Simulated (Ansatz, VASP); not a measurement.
## Ta3Cu in VASP and in Ansatz

File INCAR:

```
PREC     = Accurate       # precision mode
ENCUT    = 600            # plane-wave cutoff, eV
EDIFF    = 1E-6           # SCF threshold, eV
ISMEAR   = -1             # smearing method
SIGMA    = 0.05           # smearing width, eV
LREAL    = False          # projectors in reciprocal space
LASPH    = True           # aspherical terms in the spheres
NELM     = 120            # most SCF steps
ALGO     = Normal         # electronic algorithm
ISIF     = 2              # what is computed and relaxed
LWAVE    = False          # write WAVECAR
LCHARG   = True           # write CHGCAR
GGA      = CA             # functional
LELF     = True           # ELF
LVHAR    = True         
NBANDS   = 30             # bands
GGA_COMPAT= False
```

The input KPOINTS:

```
regular mesh
0
Gamma
  9 9 9
```

File POSCAR:

```
Ta3Cu
1.0
   -2.0458602655      2.0458602655      4.2907040909
    2.0458602655     -2.0458602655      4.2907040909
    2.0458602655      2.0458602655     -4.2907040909
Ta Cu
3 1
Direct
    0.5000000000      0.5000000000      0.0000000000
    0.2500000000      0.7500000000      0.5000000000
    0.7500000000      0.2500000000      0.5000000000
    0.0000000000      0.0000000000      0.0000000000
```

File input.yaml:

```yaml
crystal:
  lattice:
    - [-2.0458602655, 2.0458602655, 4.2907040909]
    - [2.0458602655, -2.0458602655, 4.2907040909]
    - [2.0458602655, 2.0458602655, -4.2907040909]
  atoms:
    - { symbol: Ta, position: [0.5, 0.5, 0.0] }
    - { symbol: Ta, position: [0.25, 0.75, 0.5] }
    - { symbol: Ta, position: [0.75, 0.25, 0.5] }
    - { symbol: Cu, position: [0.0, 0.0, 0.0] }
kpoints:
  mp_grid: { grid: [9, 9, 9] }
scf:
  occupations: { method: fermi_dirac, width: 0.05 }
hamiltonian:
  xc: lda
  pseudopotentials: { kind: all_electron, lapw: { basis_error: 0.002 } }
output:
  forces: true
  stress: true
  eigenvalues: true
```

Change from the starting cell: volume scaled by 1.06.

Alike in both runs: task single point; functional LDA; k mesh 9 × 9 × 9; occupations fermi-dirac, width 0.05 eV; no spin polarisation.

```csv
,VASP,Ansatz
version,VASP 6.6.1,Ansatz 0.2.0
potentials or method,"VASP PAW LDA potentials, release 64 (Ta_pv, Cu), cutoff 600 eV","all-electron LAPW, scalar-relativistic"
```

|  | VASP | Ansatz | Ansatz less VASP |
| --- | --- | --- | --- |
| gap on the k mesh at the Fermi level (eV) | none | none | - |
| pressure (GPa) | -18.7 | -19.5 | -0.74 |
| traceless stress, the component that is largest in VASP (GPa) | -0.24 | -0.14 | +0.107 |

LDA's correlation is that of Perdew and Zunger in VASP and of Perdew and Wang (1992) in Ansatz. A gap of «none» marks a metal or a gap that the smearing closes. Ansatz ran all-electron here, and VASP with PAW potentials.

Spin-orbit coupling is off throughout.
